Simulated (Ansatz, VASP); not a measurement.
**Two plane-wave programs on TaN**

```
CELL_PARAMETERS angstrom
0.00000 2.18784 2.18784
2.18784 0.00000 2.18784
2.18784 2.18784 0.00000
ATOMIC_POSITIONS crystal
Ta 0.50000 0.50000 0.50000
N 0.00000 0.00000 0.00000
```

Alike in both runs: functional PBEsol; k mesh 12 × 12 × 12; occupations fermi-dirac, width 0.05 eV; no spin polarisation.

Ansatz relaxed the structure, and its values are those at the end. VASP's run is a single point on that final structure, the one shown.

```csv
,VASP,Ansatz
version,VASP 6.6.1,Ansatz 0.2.0
potentials or method,"VASP PAW PBE potentials, release 64 (Ta_sv_GW, N)","PAW with Ansatz's default frozen-core files, scalar-relativistic"
plane-wave cutoff (eV),700,420
valence electrons in the cell,18,18
```

|  | VASP | Ansatz | Ansatz less VASP |
| --- | --- | --- | --- |
| pressure (GPa) | 0.0 | 0.0 | 0.00 |

VASP's potentials were made for PBE, not for PBEsol.

Spin-orbit coupling is off throughout.
